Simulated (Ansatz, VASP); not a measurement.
Ta: VASP beside Ansatz

INCAR

```
SYSTEM = Ta
ALGO = Fast
EDIFF = 1E-6
ENCUT = 520
GGA = PS
ISIF = 2
ISMEAR = 0
LASPH = .True.
LCHARG = .False.
LREAL = .False.
LWAVE = .False.
NBANDS = 30
NELM = 100
PREC = Accurate
SIGMA = 0.15
```

File KPOINTS:

```
k-points
0
Gamma
  22 22 7
  0 0 0
```

File POSCAR:

```
Ta
1.0
   -1.6402597622      1.6402597622     -1.6402597622
   -1.6402597622     -1.6402597622      1.6402597622
    0.0000000000      6.3489070146      6.3489070146
Ta
4
Direct
    0.0000000000      0.0000000000      0.9042358243
    0.5000000000      0.5000000000      0.1291765463
    0.0000000000      0.0000000000      0.3875296390
    0.5000000000      0.5000000000      0.6458827317
```

Input for Ansatz:

```yaml
crystal:
  lattice:
    - [-1.6402597622, 1.6402597622, -1.6402597622]
    - [-1.6402597622, -1.6402597622, 1.6402597622]
    - [0.0, 6.3489070146, 6.3489070146]
  atoms:
    - { symbol: Ta, position: [0.0, 0.0, 0.9042358243] }
    - { symbol: Ta, position: [0.5, 0.5, 0.1291765463] }
    - { symbol: Ta, position: [0.0, 0.0, 0.387529639] }
    - { symbol: Ta, position: [0.5, 0.5, 0.6458827317] }
basis:
  ecutwfc: 420
kpoints:
  mp_grid: { grid: [22, 22, 7] }
hamiltonian:
  xc: pbesol
scf:
  occupations: { method: gaussian, width: 0.15 }
output:
  forces: true
  stress: true
  eigenvalues: true
```

Alike in both runs: task single point; functional PBEsol; k mesh 22 × 22 × 7; occupations gaussian, width 0.15 eV; no spin polarisation.

|  | VASP | Ansatz |
| --- | --- | --- |
| version | VASP 6.6.1 | Ansatz 0.2.0 |
| potentials or method | VASP PAW PBE potentials, release 64 (Ta_pv), cutoff 520 eV | scalar-relativistic, plane waves, PAW |
| valence electrons in the cell | 44 | 52 |

|  | VASP | Ansatz | Ansatz less VASP |
| --- | --- | --- | --- |
| gap on the k mesh at the Fermi level (eV) | none | none | - |
| pressure (GPa) | 9.4 | 9.1 | -0.29 |
| traceless stress, the component that is largest in VASP (GPa) | 2.79 | 2.74 | -0.045 |
| rms of the force components (eV/Å) | 0.844 | 0.834 | -0.0095 |

VASP's potentials were made for PBE, not for PBEsol. Atom by atom the forces differ by 0.010 eV/Å (rms over components). A gap of «none» marks a metal or a gap that the smearing closes. VASP's potentials hold 44 valence electrons a cell and Ansatz's 52, so a difference there can come from the potentials and not from the codes.

Neither program's run includes spin-orbit coupling.
